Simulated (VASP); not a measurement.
Set up this calculation in VASP 6.6.1, as the native input.

| Item | Value |
| --- | --- |
| Task | single point |
| Functional | PBE |
| Potentials or basis | VASP PAW PBE potentials, release 64 (Zr_sv, H) |
| Cutoff | 520 eV |
| k mesh | 6 × 6 × 4 |
| Occupations | gaussian, width 0.1 eV |
| Spin | collinear spin, ferromagnetic start |
| Starting moments | [1.0, 0.0, 0.0, 0.0, 0.0] μB |
| Dipole correction | no |
| Further INCAR settings | ALGO = Normal; EDIFF = 1e-07; NBANDS = 20 |

The structure of ZrH4 lies in POSCAR:

```
ZrH4
1.0
    2.8385783007      0.0000000000      0.0000000000
    0.0000000000      3.0330548848      0.0000000000
    0.0000000000      0.0000000000      5.7090691257
Zr H
1 4
Direct
    0.0000000000      0.0000000000      0.0000000000
    0.5000000000      0.0000000000      0.7372982727
    0.5000000000      0.5000000000      0.1707104044
    0.5000000000      0.5000000000      0.8292895956
    0.5000000000      0.0000000000      0.2627017273
```

The input as run:

INCAR

```
PREC     = Accurate       # precision mode
ENCUT    = 520            # plane-wave cutoff, eV
EDIFF    = 1E-7           # SCF threshold, eV
ISMEAR   = 0              # smearing method
SIGMA    = 0.1            # smearing width, eV
LREAL    = False          # projectors in reciprocal space
LASPH    = True           # aspherical terms in the spheres
NELM     = 150            # most SCF steps
ALGO     = Normal         # electronic algorithm
ISIF     = 2              # what is computed and relaxed
LWAVE    = False          # write WAVECAR
LCHARG   = False          # write CHGCAR
ISPIN    = 2              # spin polarisation
MAGMOM   = 1 0 0 0 0      # initial moments
LORBIT   = 11             # projections on sites
LMAXMIX  = 4              # l up to which the mixer works
GGA      = PE             # functional
NBANDS   = 20             # bands
```

KPOINTS

```
regular mesh
0
Gamma
  6 6 4
```

Potentials or basis: VASP PAW PBE potentials, release 64 (Zr_sv, H).

The run is started by

```bash
$ cat potpaw_PBE.64/Zr_sv/POTCAR potpaw_PBE.64/H/POTCAR > POTCAR
$ mpirun -np 1 vasp_std > vasp.out
```

Results of the run:

```
Pressure                                              : -0.1 GPa
Largest force                                         : 0.006 eV/Å
Band gap on the k mesh                                : zero (filled and empty bands overlap)
Net moment                                            : 0.00 μB per cell
Valence electrons inside the program's atomic spheres : Zr 9.93; H 0.52, 0.47
```

Caveat: the k points lie up to 0.37 Å⁻¹ apart.

It took 71 s on 1 thread of AMD EPYC 9R45 96-Core Processor (Zen 5) (shared host), peak memory 0.19 GiB.
